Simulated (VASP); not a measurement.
# Tl (P6_3/mmc) in VASP: further runs

The runs below take Tl through single point, with LDA.

Everything below comes from runs of VASP 6.6.1. Logs are shortened: lines on timing, memory, paths and dates and some standing lists are left out, and cuts for length are marked.

## (1) The cell of the first run

The structure is hexagonal, space group P6_3/mmc (No. 194). The conventional cell has a = 3.401 Å, b = 3.401 Å, c = 5.443 Å, α = 90.00°, β = 90.00°, γ = 120.00°. Tl (site symmetry -6m2) has 12 Tl at 3.36 to 3.40 Å within 4.4 Å.

## (2) Single point, LDA

INCAR

```
SYSTEM = Tl
PREC     = Accurate       ! precision mode
ENCUT    = 520            ! plane-wave cutoff, eV
EDIFF    = 1E-7           ! SCF threshold, eV
ISMEAR   = -1             ! smearing method
SIGMA    = 0.1            ! smearing width, eV
LREAL    = .False.        ! projectors in reciprocal space
LASPH    = .True.         ! aspherical terms in the spheres
NELM     = 60             ! most SCF steps
ALGO     = Normal         ! electronic algorithm
ISIF     = 2              ! what is computed and relaxed
LWAVE    = .False.        ! write WAVECAR
LCHARG   = .True.         ! write CHGCAR
LELF     = .True.         ! ELF
LVHAR    = .True.       
NBANDS   = 20             ! bands
```

KPOINTS

```
Automatic mesh
0
Gamma
  4 4 2
  0 0 0
```

POSCAR

```
Tl
1.0
    3.4014029632      0.0000000000      0.0000000000
   -1.7007014816      2.9457013746      0.0000000000
    0.0000000000      0.0000000000      5.4430041633
Tl
2
Direct
    0.3333333333      0.6666666667      0.2500000000
    0.6666666667      0.3333333333      0.7500000000
```

Potentials or basis: VASP PAW LDA potentials, release 64 (Tl_d).

Launch:

```bash
$ cat potpaw_LDA.64/Tl_d/POTCAR > POTCAR
$ mpirun -np 1 vasp_std > vasp.out
```

OUTCAR:

```text
SYSTEM = Tl
   PREC = Accurate
   ENCUT = 520
   EDIFF = 1E-7
   ISMEAR = -1
   LREAL = .False.
   LASPH = .True.
   NELM = 60
   ISIF = 2

 ion  position               nearest neighbor table
   1  0.333  0.667  0.250-   2 3.36   2 3.36   2 3.36   2 3.36   2 3.36   2 3.36
   2  0.667  0.333  0.750-   1 3.36   1 3.36   1 3.36   1 3.36   1 3.36   1 3.36

  LATTYP: Found a hexagonal cell.
 ALAT       =     3.4014029632
 C/A-ratio  =     1.6002232673

  Lattice vectors:

 A1 = (   3.4014029632,   0.0000000000,   0.0000000000)
 A2 = (  -1.7007014816,   2.9457013746,   0.0000000000)
 A3 = (   0.0000000000,   0.0000000000,   5.4430041633)

Analysis of symmetry for initial positions (statically):
=====================================================================
 Subroutine PRICEL returns:
 Original cell was already a primitive cell.

 Routine SETGRP: Setting up the symmetry group for a
 hexagonal supercell.

 Subroutine GETGRP returns: Found 24 space group operations
 (whereof 12 operations were pure point group operations)
 out of a pool of 24 trial point group operations.

The static configuration has the point symmetry D_3d.
 The point group associated with its full space group is D_6h.

Analysis of symmetry for dynamics (positions and initial velocities):
=====================================================================
 Subroutine PRICEL returns:
 Original cell was already a primitive cell.

 Routine SETGRP: Setting up the symmetry group for a
 hexagonal supercell.

 Subroutine GETGRP returns: Found 24 space group operations
 (whereof 12 operations were pure point group operations)
 out of a pool of 24 trial point group operations.

The dynamic configuration has the point symmetry D_3d.
 The point group associated with its full space group is D_6h.

 Subroutine INISYM returns: Found 24 space group operations
 (whereof 12 operations are pure point group operations),
 and found     1 'primitive' translations

----------------------------------------------------------------------------------------

                                     Primitive cell

  volume of cell :      54.5363

  direct lattice vectors                    reciprocal lattice vectors
     3.401402963  0.000000000  0.000000000     0.293996334  0.169738862  0.000000000
    -1.700701482  2.945701375  0.000000000     0.000000000  0.339477725  0.000000000
[... 63 lines left out ...]
   LNONCOLLINEAR =      F non collinear calculations
   LSORBIT =      F    spin-orbit coupling
   LASPH  =      T    aspherical Exc in radial PAW
   ENCUT  =  520.0 eV  38.22 Ry    6.18 a.u.   6.32  6.32 10.12*2*pi/ulx,y,z
   NELM   =     60;   NELMIN=  2; NELMDL= -5     # of ELM steps
   EDIFF  = 0.1E-06   stopping-criterion for ELM
   LREAL  =      F    real-space projection
   EDIFFG = 0.1E-05   stopping-criterion for IOM
   NSW    =      0    number of steps for IOM
   IBRION =     -1    ionic relax: 0-MD 1-quasi-New 2-CG
   NFREE  =      0    steps in history (QN), initial steepest desc. (CG)
   ISIF   =      2    stress and relaxation
   ISYM   =      2    0-nonsym 1-usesym 2-fastsym
   POTIM  = 0.5000    time-step for ionic-motion
   TEBEG  =    0.0;   TEEND  =   0.0 temperature during run
   PSTRESS=    0.0 pullay stress
   NELECT =      26.0000    total number of electrons
   NUPDOWN=      -1.0000    fix difference up-down
   EMIN   =  10.00;   EMAX   =-10.00  energy-range for DOS
   EFERMI =   0.00;   METHOD = LEGACY
   ISMEAR =    -1;   SIGMA  =   0.10  broadening in eV -4-tet -1-fermi 0-gaus
   EFERMI_NEDOS =   21; number of points for ismear=-14 and -15
   IALGO  =     38    algorithm
   IMIX   =      4    mixing-type and parameters
     AMIX     =   0.40;   BMIX     =  1.00
     AMIX_MAG =   1.60;   BMIX_MAG =  1.00
  volume/ion in A,a.u.               =      27.27       184.01
  Fermi-wavevector in a.u.,A,eV,Ry     =   1.278903  2.416775 22.253577  1.635592
  Thomas-Fermi vector in A             =   2.411419
   LORBIT       =      0    0 simple, 1 ext, 2 COOP (PROOUT), +10 PAW based schemes
   GGA     = CA    functional components
   LHFCALC =     F    Hartree Fock is set to
   AEXX    =    0.0000 exact exchange contribution
   IVDW    =     0    specifies the selected vdW correction
   LEPSILON=     F    determine dielectric tensor
   LRPA    =     F    only Hartree local field effects (RPA)
 non-spin polarized calculation
  energy-cutoff  :      520.00
  volume of cell :       54.54
 maximum number of plane-waves:      1496
 NGX is ok and might be reduce to    28
   NGX = 13   NGY = 13   NGZ = 21

 number of electron      25.9999999 magnetization

 Free energy of the ion-electron system (eV)
  ---------------------------------------------------
  ext. energy  EPLUGINS =         0.00000000
  ---------------------------------------------------
  free energy    TOTEN  =        -5.75680247 eV

  energy without entropy =       -5.70645232  energy(sigma->0) =       -5.73162739

 E-fermi :   6.7732     XC(G=0): -10.7332

 val. band max:        6.6990300210   @ k =   0.2500   0.2500   0.0000
 cond. band min:       7.0094966503   @ k =   0.2500   0.2500   0.0000
 fundamental gap:      0.3104666293
 Fermi energy:         6.7732106727

 k-point     1 :       0.0000    0.0000    0.0000
  band No.  band energies     occupation
      1      -5.0403      2.00000
      2      -4.7547      2.00000
      3      -4.7339      2.00000
      4      -4.7339      2.00000
      5      -4.6718      2.00000
      6      -4.6718      2.00000
[... 173 lines left out ...]
     19      18.8878      0.00000
     20      18.8878      0.00000

------------------------ aborting loop because EDIFF is reached ----------------------------------------

  FORCE on cell =-STRESS in cart. coord.  units (eV):
  Direction    XX          YY          ZZ          XY          YZ          ZX
  --------------------------------------------------------------------------------------
  -------------------------------------------------------------------------------------
  Total        1.0769992      1.0769992      0.0287987      0.0000000      0.0000000      0.0000000
  in kB       31.6402936     31.6402936      0.8460535      0.0000000      0.0000000      0.0000000
  external PRESSURE =      21.3755469 kB  Pullay stress =       0.0000000 kB

 VOLUME and BASIS-vectors are now :
 -----------------------------------------------------------------------------
  energy-cutoff  :      520.00
  volume of cell :       54.54
      direct lattice vectors                 reciprocal lattice vectors
     3.401402963  0.000000000  0.000000000     0.293996334  0.169738862  0.000000000
    -1.700701482  2.945701375  0.000000000     0.000000000  0.339477725  0.000000000
     0.000000000  0.000000000  5.443004163     0.000000000  0.000000000  0.183722071

 POSITION                                       TOTAL-FORCE (eV/Angst)
 -----------------------------------------------------------------------------------
     -0.00000      1.96380      1.36075         0.000000     -0.000000      0.000000
      1.70070      0.98190      4.08225        -0.000000      0.000000      0.000000
 -----------------------------------------------------------------------------------
    total drift:                               -0.000000      0.000000      0.000000

  FREE ENERGIE OF THE ION-ELECTRON SYSTEM (eV)
  ---------------------------------------------------
  free  energy   TOTEN  =        -5.7568024687 eV

  energy  without entropy=       -5.7064523165  energy(sigma->0) =       -5.73162739
```

stdout:

```text
POSCAR found type information on POSCAR Tl
 POSCAR found :  1 types and       2 ions
 scaLAPACK will be used
 LDA part: xc-table for (Slater(with rela. corr.)+CA(PZ))
 , standard interpolation
 POSCAR, INCAR and KPOINTS ok, starting setup
 FFT: planning ... GRIDC
 FFT: planning ... GRID_SOFT
 FFT: planning ... GRID
 WAVECAR not read
 entering main loop
```

It took 10 s on 1 thread of Intel Xeon Platinum 8259CL at 2.50GHz (Skylake/Cascade Lake), shared host; peak memory 0.15 GiB.

Results:

```yaml
Free_energy: -5.7568 eV
Pressure: 2.1 GPa
Band_gap_on_the_k_mesh: zero (band 13 reaches 10.31 eV, above the bottom of band 14 at 4.36 eV)
```

Stress tensor (GPa, compression positive):
```
3.16 0.00 0.00
0.00 3.16 0.00
0.00 0.00 0.08
```

Caveat: the k points lie up to 0.58 Å⁻¹ apart; spin-orbit coupling is left out, which moves the levels of the heavy elements.

## (3) Single point, LDA

INCAR

```
PREC = Accurate
ENCUT = 520
EDIFF = 1E-6
ISMEAR = -1
SIGMA = 0.1
LREAL = False
LASPH = True
NELM = 100
ALGO = Normal
ISIF = 2
LWAVE = False
LCHARG = True
GGA = CA
LELF = True
LVHAR = True
NBANDS = 20
```

KPOINTS

```
Automatic mesh
0
Gamma
  5 5 3
```

POSCAR is that of step 2.

Potentials or basis: VASP PAW LDA potentials, release 64 (Tl_d).

Launch:

```bash
$ cat potpaw_LDA.64/Tl_d/POTCAR > POTCAR
$ mpirun -np 1 vasp_std > vasp.out
```

OUTCAR:

```text
PREC = Accurate
   ENCUT = 520
   EDIFF = 1E-6
   ISMEAR = -1
   LREAL = False
   LASPH = True
   NELM = 100
   ISIF = 2
   GGA = CA

 ion  position               nearest neighbor table
   1  0.333  0.667  0.250-   2 3.36   2 3.36   2 3.36   2 3.36   2 3.36   2 3.36
   2  0.667  0.333  0.750-   1 3.36   1 3.36   1 3.36   1 3.36   1 3.36   1 3.36

  LATTYP: Found a hexagonal cell.
 ALAT       =     3.4014029632
 C/A-ratio  =     1.6002232673

  Lattice vectors:

 A1 = (   3.4014029632,   0.0000000000,   0.0000000000)
 A2 = (  -1.7007014816,   2.9457013746,   0.0000000000)
 A3 = (   0.0000000000,   0.0000000000,   5.4430041633)

Analysis of symmetry for initial positions (statically):
=====================================================================
 Subroutine PRICEL returns:
 Original cell was already a primitive cell.

 Routine SETGRP: Setting up the symmetry group for a
 hexagonal supercell.

 Subroutine GETGRP returns: Found 24 space group operations
 (whereof 12 operations were pure point group operations)
 out of a pool of 24 trial point group operations.

The static configuration has the point symmetry D_3d.
 The point group associated with its full space group is D_6h.

Analysis of symmetry for dynamics (positions and initial velocities):
=====================================================================
 Subroutine PRICEL returns:
 Original cell was already a primitive cell.

 Routine SETGRP: Setting up the symmetry group for a
 hexagonal supercell.

 Subroutine GETGRP returns: Found 24 space group operations
 (whereof 12 operations were pure point group operations)
 out of a pool of 24 trial point group operations.

The dynamic configuration has the point symmetry D_3d.
 The point group associated with its full space group is D_6h.

 Subroutine INISYM returns: Found 24 space group operations
 (whereof 12 operations are pure point group operations),
[... 95 lines left out ...]
   EFERMI =   0.00;   METHOD = LEGACY
   ISMEAR =    -1;   SIGMA  =   0.10  broadening in eV -4-tet -1-fermi 0-gaus
   EFERMI_NEDOS =   21; number of points for ismear=-14 and -15
   IALGO  =     38    algorithm
   IMIX   =      4    mixing-type and parameters
     AMIX     =   0.40;   BMIX     =  1.00
     AMIX_MAG =   1.60;   BMIX_MAG =  1.00
  volume/ion in A,a.u.               =      27.27       184.01
  Fermi-wavevector in a.u.,A,eV,Ry     =   1.278903  2.416775 22.253577  1.635592
  Thomas-Fermi vector in A             =   2.411419
   LORBIT       =      0    0 simple, 1 ext, 2 COOP (PROOUT), +10 PAW based schemes
   GGA     = CA    functional components
   LHFCALC =     F    Hartree Fock is set to
   AEXX    =    0.0000 exact exchange contribution
   IVDW    =     0    specifies the selected vdW correction
   LEPSILON=     F    determine dielectric tensor
   LRPA    =     F    only Hartree local field effects (RPA)
 non-spin polarized calculation
  energy-cutoff  :      520.00
  volume of cell :       54.54
 maximum number of plane-waves:      1479
 NGX is ok and might be reduce to    28
   NGX = 13   NGY = 13   NGZ = 21

 number of electron      25.9999999 magnetization

 Free energy of the ion-electron system (eV)
  ---------------------------------------------------
  ext. energy  EPLUGINS =         0.00000000
  ---------------------------------------------------
  free energy    TOTEN  =        -5.86432461 eV

  energy without entropy =       -5.82771539  energy(sigma->0) =       -5.84602000

 E-fermi :   7.0218     XC(G=0): -10.7418

 val. band max:        6.8279103616   @ k =   0.4000   0.0000   0.3333
 cond. band min:       7.1416791149   @ k =   0.2000   0.2000   0.3333
 fundamental gap:      0.3137687533
 Fermi energy:         7.0217978723

 k-point     1 :       0.0000    0.0000    0.0000
  band No.  band energies     occupation
      1      -5.0756      2.00000
      2      -4.7981      2.00000
      3      -4.7600      2.00000
      4      -4.7600      2.00000
      5      -4.6982      2.00000
      6      -4.6982      2.00000
[... 219 lines left out ...]
     19      16.9164      0.00000
     20      19.3751      0.00000

------------------------ aborting loop because EDIFF is reached ----------------------------------------

  FORCE on cell =-STRESS in cart. coord.  units (eV):
  Direction    XX          YY          ZZ          XY          YZ          ZX
  --------------------------------------------------------------------------------------
  -------------------------------------------------------------------------------------
  Total       -0.0907048     -0.0907048      0.3710714      0.0000000      0.0000000      0.0000000
  in kB       -2.6647419     -2.6647419     10.9014094      0.0000000      0.0000000      0.0000000
  external PRESSURE =       1.8573085 kB  Pullay stress =       0.0000000 kB

 VOLUME and BASIS-vectors are now :
 -----------------------------------------------------------------------------
  energy-cutoff  :      520.00
  volume of cell :       54.54
      direct lattice vectors                 reciprocal lattice vectors
     3.401402963  0.000000000  0.000000000     0.293996334  0.169738862  0.000000000
    -1.700701482  2.945701375  0.000000000     0.000000000  0.339477725  0.000000000
     0.000000000  0.000000000  5.443004163     0.000000000  0.000000000  0.183722071

 POSITION                                       TOTAL-FORCE (eV/Angst)
 -----------------------------------------------------------------------------------
     -0.00000      1.96380      1.36075        -0.000000     -0.000000      0.000000
      1.70070      0.98190      4.08225         0.000000      0.000000      0.000000
 -----------------------------------------------------------------------------------
    total drift:                               -0.000000      0.000000      0.000000

  FREE ENERGIE OF THE ION-ELECTRON SYSTEM (eV)
  ---------------------------------------------------
  free  energy   TOTEN  =        -5.8643246142 eV

  energy  without entropy=       -5.8277153863  energy(sigma->0) =       -5.84602000
```

OSZICAR:

```text
N       E                     dE             d eps       ncg     rms          rms(c)
DAV:   1     0.128828530003E+03    0.12883E+03   -0.14408E+04   408   0.124E+03
DAV:   2    -0.321247117574E+01   -0.13204E+03   -0.12908E+03   432   0.275E+02
DAV:   3    -0.592146531425E+01   -0.27090E+01   -0.27011E+01   476   0.345E+01
DAV:   4    -0.593716595095E+01   -0.15701E-01   -0.15700E-01   436   0.284E+00
DAV:   5    -0.593737133714E+01   -0.20539E-03   -0.20538E-03   444   0.327E-01    0.371E+00
DAV:   6    -0.587693749307E+01    0.60434E-01   -0.98345E-02   436   0.248E+00    0.255E+00
DAV:   7    -0.586550932189E+01    0.11428E-01   -0.42865E-02   436   0.161E+00    0.763E-01
DAV:   8    -0.586432204178E+01    0.11873E-02   -0.42399E-03   420   0.512E-01    0.418E-02
DAV:   9    -0.586432521639E+01   -0.31746E-05   -0.21048E-05   440   0.384E-02    0.797E-03
DAV:  10    -0.586432461422E+01    0.60216E-06   -0.11267E-06   260   0.880E-03
   1 F= -.58643246E+01 E0= -.58460200E+01  d E =-.366092E-01
```

Wall time 12 s (1 thread of Intel Xeon Platinum 8259CL at 2.50GHz (Skylake/Cascade Lake), shared host); peak memory 0.15 GiB.

What came out:

```
Free energy            : -5.8643 eV
Pressure               : 0.2 GPa
Band gap on the k mesh : zero (band 13 reaches 8.07 eV, above the bottom of band 14 at 5.97 eV)
```

Levels at points of the mesh, in eV from the Fermi level:
| k point | band 11 | band 12 | band 13 | band 14 | band 15 | band 16 |
| --- | --- | --- | --- | --- | --- | --- |
| (0.00, 0.00, 0.00) | -10.62 | -5.33 | -3.28 | 8.03 | 8.03 | 10.23 |

Caveat: the k points lie up to 0.43 Å⁻¹ apart; spin-orbit coupling is left out, which moves the levels of the heavy elements.

[end of part 1 of 2]
